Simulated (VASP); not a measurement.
A run of VASP 6.6.1 is set up as follows.

POSCAR

```
RbBr
1.0
    0.0000000000      3.4608320474      3.4608320474
    3.4608320474      0.0000000000      3.4608320474
    3.4608320474      3.4608320474      0.0000000000
Rb Br
1 1
Direct
    0.0000000000      0.0000000000      0.0000000000
    0.5000000000      0.5000000000      0.5000000000
```

Contents of INCAR.step1:

```
SYSTEM = RbBr
PREC = Accurate
ENCUT = 520
EDIFF = 1E-5
ISMEAR = 0
SIGMA = 0.01
LREAL = .FALSE.
LASPH = .TRUE.
NELM = 100
ALGO = Normal
ISIF = 2
LWAVE = .TRUE.
LCHARG = .FALSE.
NBANDS = 15
GGA = PE
```

INCAR.step2

```
SYSTEM = RbBr
PREC = Accurate
ENCUT = 520
EDIFF = 1E-6
ISMEAR = 0
SIGMA = 0.01
LREAL = .FALSE.
LASPH = .TRUE.
NELM = 100
ALGO = Normal
ISIF = 2
LWAVE = .FALSE.
LCHARG = .FALSE.
GGA = PE
LHFCALC = .TRUE.
HFSCREEN = 0.2079
PRECFOCK = Normal
NBANDS = 15
ISTART = 1
```

KPOINTS

```
regular mesh
0
G
  4 4 4
  0 0 0
```

Potentials or basis: VASP PAW PBE potentials, release 64 (Rb_sv, Br).

Launch:

```bash
$ cat potpaw_PBE.64/Rb_sv/POTCAR potpaw_PBE.64/Br/POTCAR > POTCAR
$ cp INCAR.step1 INCAR
$ mpirun -np 1 vasp_std > vasp.out
$ cp INCAR.step2 INCAR
$ mpirun -np 1 vasp_std > vasp.out
```

Q: Predict the pressure.

A: 0.3 GPa.

Q: What does it give for the band gap on the k mesh?

A: 5.44 eV.

Caveat: the PAW data sets were made with another functional, which shifts forces and pressure a little.
